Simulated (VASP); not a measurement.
# C (Fd-3m) in VASP: further runs

The runs below take C through single point, with r2SCAN.

Everything below comes from runs of VASP 6.6.1. Logs are shortened: lines on timing, memory, paths and dates and some standing lists are left out, and cuts for length are marked.

### Step 1. The cell of the first run

Symmetry: Fd-3m, No. 227, cubic system. Conventional cell: a = 3.412 Å, b = 3.412 Å, c = 3.412 Å, α = 90.00°, β = 90.00°, γ = 90.00°. C (site symmetry -43m) has 4 C at 1.48 Å within 2.0 Å.

### Step 2. Single point, r2SCAN (volume scaled by 0.880)

POSCAR

```
C
1.0
    0.0000000000      1.7058431126      1.7058431126
    1.7058431126      0.0000000000      1.7058431126
    1.7058431126      1.7058431126      0.0000000000
C
2
Direct
    0.0000000000      0.0000000000      0.0000000000
    0.2500000000      0.2500000000      0.2500000000
```

INCAR.step1

```
PREC = Accurate
ENCUT = 520
ISMEAR = 0
SIGMA = 0.05
LREAL = False
LASPH = True
NELM = 100
NBANDS = 11
GGA = PE
ALGO = Normal
EDIFF = 1E-4
LWAVE = True
LCHARG = False
```

INCAR.step2

```
PREC = Accurate
ENCUT = 520
EDIFF = 1E-6
ISMEAR = 0
SIGMA = 0.05
LREAL = False
LASPH = True
NELM = 100
ALGO = Normal
ISIF = 2
LWAVE = False
LCHARG = True
METAGGA = R2SCAN
LMIXTAU = True
LELF = True
LVHAR = True
NBANDS = 11
ISTART = 1
```

KPOINTS

```
regular mesh
0
Gamma
  12 12 12
```

Potentials or basis: VASP PAW PBE potentials, release 64 (C).

Started as:

```
$ cat potpaw_PBE.64/C/POTCAR > POTCAR
$ cp INCAR.step1 INCAR
$ mpirun -np 1 vasp_std > vasp.out
$ cp INCAR.step2 INCAR
$ mpirun -np 1 vasp_std > vasp.out
```

OUTCAR:

```text
PREC = Accurate
   ENCUT = 520
   EDIFF = 1E-6
   ISMEAR = 0
   LREAL = False
   LASPH = True
   NELM = 100
   ISIF = 2
   METAGGA = R2SCAN
   ISTART = 1

 ion  position               nearest neighbor table
   1  0.000  0.000  0.000-   2 1.48   2 1.48   2 1.48   2 1.48
   2  0.250  0.250  0.250-   1 1.48   1 1.48   1 1.48   1 1.48

  LATTYP: Found a face centered cubic cell.
 ALAT       =     3.4116862252

  Lattice vectors:

 A1 = (   0.0000000000,   1.7058431126,   1.7058431126)
 A2 = (   1.7058431126,   0.0000000000,   1.7058431126)
 A3 = (   1.7058431126,   1.7058431126,   0.0000000000)

Analysis of symmetry for initial positions (statically):
=====================================================================
 Subroutine PRICEL returns:
 Original cell was already a primitive cell.

 Routine SETGRP: Setting up the symmetry group for a
 face centered cubic supercell.

 Subroutine GETGRP returns: Found 48 space group operations
 (whereof 24 operations were pure point group operations)
 out of a pool of 48 trial point group operations.

The static configuration has the point symmetry T_d .
 The point group associated with its full space group is O_h .

Analysis of symmetry for dynamics (positions and initial velocities):
=====================================================================
 Subroutine PRICEL returns:
 Original cell was already a primitive cell.

 Routine SETGRP: Setting up the symmetry group for a
 face centered cubic supercell.

 Subroutine GETGRP returns: Found 48 space group operations
 (whereof 24 operations were pure point group operations)
 out of a pool of 48 trial point group operations.

The dynamic configuration has the point symmetry T_d .
 The point group associated with its full space group is O_h .

 Subroutine INISYM returns: Found 48 space group operations
 (whereof 24 operations are pure point group operations),
 and found     1 'primitive' translations

----------------------------------------------------------------------------------------

                                     Primitive cell

  volume of cell :       9.9277

  direct lattice vectors                    reciprocal lattice vectors
     0.000000000  1.705843113  1.705843113    -0.293110191  0.293110191  0.293110191
     1.705843113  0.000000000  1.705843113     0.293110191 -0.293110191  0.293110191
     1.705843113  1.705843113  0.000000000     0.293110191  0.293110191 -0.293110191

  length of vectors
     2.412426465  2.412426465  2.412426465     0.507681742  0.507681742  0.507681742

  position of ions in fractional coordinates (direct lattice)
     0.000000000  0.000000000  0.000000000
     0.250000000  0.250000000  0.250000000

  ion indices of the primitive-cell ions
   primitive index   ion index
                 1           1
                 2           2

----------------------------------------------------------------------------------------

 KPOINTS: regular mesh

Automatic generation of k-mesh.
 Grid dimensions read from file:
 generate k-points for:   12   12   12

 Generating k-lattice:

  Cartesian coordinates                     Fractional coordinates (reciprocal lattice)
    -0.024425849  0.024425849  0.024425849     0.083333333  0.000000000  0.000000000
     0.024425849 -0.024425849  0.024425849     0.000000000  0.083333333  0.000000000
     0.024425849  0.024425849 -0.024425849     0.000000000  0.000000000  0.083333333

  Length of vectors
     0.042306812  0.042306812  0.042306812

  Shift w.r.t. Gamma in fractional coordinates (k-lattice)
     0.000000000  0.000000000  0.000000000

 Subroutine IBZKPT returns following result:
 ===========================================

 Found     72 irreducible k-points:

 Following reciprocal coordinates:
            Coordinates               Weight
  0.000000  0.000000  0.000000      1.000000
  0.083333  0.000000  0.000000      8.000000
  0.166667  0.000000  0.000000      8.000000
  0.250000  0.000000  0.000000      8.000000
  0.333333  0.000000  0.000000      8.000000
  0.416667  0.000000  0.000000      8.000000
[... 16 lines left out ...]
  0.500000  0.166667  0.000000     24.000000
 -0.416667  0.166667  0.000000     24.000000
 [... further k-points ...]
   k-points           NKPTS =     72   k-points in BZ     NKDIM =     72   number of bands    NBANDS=     11
   number of dos      NEDOS =    301   number of ions     NIONS =      2
   total plane-waves  NPLWV =   5832
   dimension x,y,z NGX =    18 NGY =   18 NGZ =   18
   dimension x,y,z NGXF=    36 NGYF=   36 NGZF=   36
   ions per type =               2
   NGX,Y,Z   is equivalent  to a cutoff of  12.40, 12.40, 12.40 a.u.
   NGXF,Y,Z  is equivalent  to a cutoff of  24.81, 24.81, 24.81 a.u.
 SYSTEM =  unknown system
   PREC   = accura    normal or accurate (medium, high low for compatibility)
   ISTART =      1    job   : 0-new  1-cont  2-samecut
   ICHARG =      0    charge: 1-file 2-atom 10-const
   ISPIN  =      1    spin polarized calculation?
   LNONCOLLINEAR =      F non collinear calculations
   LSORBIT =      F    spin-orbit coupling
   LASPH  =      T    aspherical Exc in radial PAW
   ENCUT  =  520.0 eV  38.22 Ry    6.18 a.u.   4.49  4.49  4.49*2*pi/ulx,y,z
   NELM   =    100;   NELMIN=  2; NELMDL=  0     # of ELM steps
   EDIFF  = 0.1E-05   stopping-criterion for ELM
   LREAL  =      F    real-space projection
   EDIFFG = 0.1E-04   stopping-criterion for IOM
   NSW    =      0    number of steps for IOM
   IBRION =     -1    ionic relax: 0-MD 1-quasi-New 2-CG
   NFREE  =      0    steps in history (QN), initial steepest desc. (CG)
   ISIF   =      2    stress and relaxation
   ISYM   =      2    0-nonsym 1-usesym 2-fastsym
   POTIM  = 0.5000    time-step for ionic-motion
   TEBEG  =    0.0;   TEEND  =   0.0 temperature during run
   PSTRESS=    0.0 pullay stress
   NELECT =       8.0000    total number of electrons
   NUPDOWN=      -1.0000    fix difference up-down
   EMIN   =  10.00;   EMAX   =-10.00  energy-range for DOS
   EFERMI =   0.00;   METHOD = LEGACY
   ISMEAR =     0;   SIGMA  =   0.05  broadening in eV -4-tet -1-fermi 0-gaus
   EFERMI_NEDOS =   21; number of points for ismear=-14 and -15
   IALGO  =     38    algorithm
   IMIX   =      4    mixing-type and parameters
     AMIX     =   0.40;   BMIX     =  1.00
     AMIX_MAG =   1.60;   BMIX_MAG =  1.00
  volume/ion in A,a.u.               =       4.96        33.50
  Fermi-wavevector in a.u.,A,eV,Ry     =   1.523430  2.878865 31.576917  2.320838
  Thomas-Fermi vector in A             =   2.631874
   LORBIT       =      0    0 simple, 1 ext, 2 COOP (PROOUT), +10 PAW based schemes
   METAGGA = R2SCAN    functional components
   LHFCALC =     F    Hartree Fock is set to
   AEXX    =    0.0000 exact exchange contribution
   IVDW    =     0    specifies the selected vdW correction
   LEPSILON=     F    determine dielectric tensor
   LRPA    =     F    only Hartree local field effects (RPA)
 non-spin polarized calculation
 Gauss-broadening in eV      SIGMA  =   0.05
  energy-cutoff  :      520.00
  volume of cell :        9.93
 maximum number of plane-waves:       283
 NGX is ok and might be reduce to    18
   NGX =  9   NGY =  9   NGZ =  9

 number of electron       7.9999997 magnetization

 Free energy of the ion-electron system (eV)
  ---------------------------------------------------
  ext. energy  EPLUGINS =         0.00000000
  ---------------------------------------------------
  free energy    TOTEN  =       -19.36406249 eV

  energy without entropy =      -19.36406249  energy(sigma->0) =      -19.36406249

 E-fermi :  12.0323     XC(G=0): -15.0043

 val. band max:       11.7490852477   @ k =   0.0000   0.0000   0.0000
 cond. band min:      16.4159876350   @ k =   0.3333   0.3333   0.0000
 fundamental gap:      4.6669023874
 Fermi energy:        12.0323486187

 k-point     1 :       0.0000    0.0000    0.0000
  band No.  band energies     occupation
      1     -12.8803      2.00000
      2      11.7491      2.00000
      3      11.7491      2.00000
      4      11.7491      2.00000
      5      17.9525      0.00000
      6      17.9525      0.00000
      7      17.9525      0.00000
      8      28.9016      0.00000
      9      34.0851      0.00000
     10      40.6761      0.00000
     11      40.6761      0.00000

 k-point     2 :       0.0833    0.0000    0.0000
  band No.  band energies     occupation
      1     -12.6606      2.00000
      2      10.2821      2.00000
      3      11.3495      2.00000
      4      11.3495      2.00000
      5      18.4758      0.00000
      6      18.4758      0.00000
      7      18.9022      0.00000
      8      28.9853      0.00000
      9      34.4419      0.00000
     10      38.3861      0.00000
     11      38.3861      0.00000

 k-point     3 :       0.1667    0.0000    0.0000
  band No.  band energies     occupation
      1     -12.0043      2.00000
      2       7.3241      2.00000
      3      10.4984      2.00000
      4      10.4984      2.00000
      5      19.5874      0.00000
      6      19.5874      0.00000
      7      20.4048      0.00000
      8      29.2108      0.00000
      9      35.1789      0.00000
     10      36.5833      0.00000
     11      36.5833      0.00000

 k-point     4 :       0.2500    0.0000    0.0000
  band No.  band energies     occupation
      1     -10.9188      2.00000
      2       4.0465      2.00000
      3       9.6353      2.00000
      4       9.6353      2.00000
      5      20.5767      0.00000
      6      20.5767      0.00000
      7      21.5581      0.00000
      8      29.4878      0.00000
      9      35.6793      0.00000
     10      36.1971      0.00000
     11      36.1971      0.00000
[... 239 lines left out ...]
 k-point    22 :       0.4167    0.1667    0.0000
  band No.  band energies     occupation
      1      -8.0926      2.00000
      2       0.3933      2.00000
      3       6.7601      2.00000
      4       6.8654      2.00000
      5      19.2551      0.00000
      6      24.3949      0.00000
      7      25.0433      0.00000
      8      26.3859      0.00000
      9      35.9419      0.00000
     10      38.1385      0.00000
     11      42.4170      0.00000

 k-point    23 :       0.5000    0.1667    0.0000
  band No.  band energies     occupation
      1      -6.2244      2.00000
      2      -2.2357      2.00000
      3       5.9047      2.00000
      4       6.9775      2.00000
      5      19.7000      0.00000
      6      24.0019      0.00000
      7      25.3524      0.00000
      8      28.3153      0.00000
      9      34.8664      0.00000
     10      39.7716      0.00000
     11      41.6388      0.00000

 k-point    24 :      -0.4167    0.1667    0.0000
  band No.  band energies     occupation
      1      -5.6849      2.00000
      2      -2.8756      2.00000
      3       5.3203      2.00000
      4       7.4350      2.00000
      5      20.2132      0.00000
      6      23.4022      0.00000
      7      25.3494      0.00000
      8      29.8473      0.00000
      9      34.0414      0.00000
     10      38.6344      0.00000
     11      40.6067      0.00000

 [... further k-points ...]
[... 5 lines left out ...]
  --------------------------------------------------------------------------------------
  -------------------------------------------------------------------------------------
  Total        4.6099588      4.6099588      4.6099588      0.0000000      0.0000000      0.0000000
  in kB      743.9784822    743.9784822    743.9784822      0.0000000      0.0000000      0.0000000
  external PRESSURE =     743.9784822 kB  Pullay stress =       0.0000000 kB

 VOLUME and BASIS-vectors are now :
 -----------------------------------------------------------------------------
  energy-cutoff  :      520.00
  volume of cell :        9.93
      direct lattice vectors                 reciprocal lattice vectors
     0.000000000  1.705843113  1.705843113    -0.293110191  0.293110191  0.293110191
     1.705843113  0.000000000  1.705843113     0.293110191 -0.293110191  0.293110191
     1.705843113  1.705843113  0.000000000     0.293110191  0.293110191 -0.293110191

 POSITION                                       TOTAL-FORCE (eV/Angst)
 -----------------------------------------------------------------------------------
      0.00000      0.00000      0.00000        -0.000000     -0.000000     -0.000000
      0.85292      0.85292      0.85292         0.000000      0.000000      0.000000
 -----------------------------------------------------------------------------------
    total drift:                               -0.000000     -0.000000     -0.000000

  FREE ENERGIE OF THE ION-ELECTRON SYSTEM (eV)
  ---------------------------------------------------
  free  energy   TOTEN  =       -19.3640624923 eV

  energy  without entropy=      -19.3640624923  energy(sigma->0) =      -19.36406249
```

Wall time 17 s (1 thread of Intel Xeon 6975P-C, shared host); peak memory 0.12 GiB.

Results:

| Quantity | Value |
| --- | --- |
| Free energy | -19.3641 eV |
| Pressure | 74.4 GPa |
| Band gap on the k mesh | 4.67 eV, indirect (least direct gap 6.20 eV) |

Caveat: the PAW data sets were made with another functional, which shifts forces and pressure a little. A k mesh can miss the band edges.

(Part 1 of 2 ends here.)
